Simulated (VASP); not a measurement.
Here is a VASP 6.6.1 calculation.

Contents of INCAR:

```
SYSTEM = Fe2O3
PREC = Accurate ; ENCUT = 520
EDIFF = 1E-7 ; ISMEAR = -1
SIGMA = 0.05 ; LREAL = .False.
LASPH = .True. ; NELM = 60
ALGO = Normal ; ISIF = 2
LWAVE = .False. ; LCHARG = .False.
GGA = PE ; NBANDS = 45
```

Contents of KPOINTS:

```
regular mesh
0
Gamma
  5 5 5
  0 0 0
```

The input POSCAR:

```
Fe2O3
1.0
    2.5190000000      1.4543453300      4.5906666700
   -2.5190000000      1.4543453300      4.5906666700
    0.0000000000     -2.9086906600      4.5906666700
Fe O
4 6
Direct
    0.3553000000      0.3553000000      0.3553000000
    0.1447000000      0.1447000000      0.1447000000
    0.6447000000      0.6447000000      0.6447000000
    0.8553000000      0.8553000000      0.8553000000
    0.5559000000      0.9441000000      0.2500000000
    0.2500000000      0.5559000000      0.9441000000
    0.9441000000      0.2500000000      0.5559000000
    0.4441000000      0.0559000000      0.7500000000
    0.7500000000      0.4441000000      0.0559000000
    0.0559000000      0.7500000000      0.4441000000
```

Potentials or basis: VASP PAW PBE potentials, release 64 (Fe, O).

Launch:

```console
$ cat potpaw_PBE.64/Fe/POTCAR potpaw_PBE.64/O/POTCAR > POTCAR
$ mpirun -np 1 vasp_std > vasp.out
```

Task: Estimate the largest force.

Result: 0.570 eV/Å.

Task: What does it give for the band gap on the k mesh?

Result: Zero (band 34 reaches 4.03 eV, above the bottom of band 35 at 3.69 eV).

Task: What does it give for the pressure?

Result: -26.3 GPa.

Stress tensor (GPa, compression positive):
```
-28.34   0.00   0.00
  0.00 -28.34   0.00
  0.00   0.00 -22.33
```

Caveat: the run has no spin polarisation, though such a crystal can be magnetic; semilocal functionals often make such compounds metallic where correlation or magnetic order opens a gap, which also shifts bond lengths. With open d or f shells a metallic result of PBE can be an artefact of self-interaction; +U or a hybrid may open a gap.
